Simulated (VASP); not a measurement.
Input of a VASP 6.6.1 run:

INCAR

```
  PREC = Accurate
  ENCUT = 520
  EDIFF = 1E-7
  ISMEAR = -1
  SIGMA = 0.05
  LREAL = False
  LASPH = True
  NELM = 60
  ALGO = Normal
  ISIF = 2
  LWAVE = False
  LCHARG = False
  GGA = RE
  NBANDS = 63
```

The input KPOINTS:

```
Automatic mesh
0
Gamma
  4 4 2
```

File POSCAR:

```
HfIn4SiO6
1.0
    5.3216376289      0.0000029109      0.0000000000
   -2.6608213354      4.6086719209      0.0000000000
    0.0000000000      0.0000000000     11.9807667092
Hf In Si O
1 4 1 6
Direct
    0.6666666667      0.3333333333      0.0000000000
    0.0000000000      0.0000000000      0.2698424158
    0.0000000000      0.0000000000      0.7301575842
    0.3333333333      0.6666666667      0.8136633839
    0.3333333333      0.6666666667      0.1863366161
    0.0000000000      0.0000000000      0.0000000000
    0.9711625110      0.7047089233      0.9111786491
    0.2952910767      0.0288374890      0.0888213509
    0.2952910767      0.2664535877      0.9111786491
    0.7335464123      0.7047089233      0.0888213509
    0.7335464123      0.0288374890      0.9111786491
    0.9711625110      0.2664535877      0.0888213509
```

Potentials or basis: VASP PAW PBE potentials, release 64 (Hf_pv, In_d, Si, O).

Launch:

```console
$ cat potpaw_PBE.64/Hf_pv/POTCAR potpaw_PBE.64/In_d/POTCAR potpaw_PBE.64/Si/POTCAR potpaw_PBE.64/O/POTCAR > POTCAR
$ mpirun -np 1 vasp_std > vasp.out
```

Question: Estimate the band gap on the k mesh.

Answer: 0.77 eV (least direct gap 1.94 eV).

Question: Estimate the pressure.

Answer: -0.4 GPa.

Stress tensor (GPa, compression positive):
```
-0.44  0.00  0.00
 0.00 -0.44  0.00
 0.00  0.00 -0.22
```

Caveat: the PAW data sets were made with another functional, which shifts forces and pressure a little; spin-orbit coupling is left out, which moves the levels of the heavy elements. A k mesh can miss the band edges.
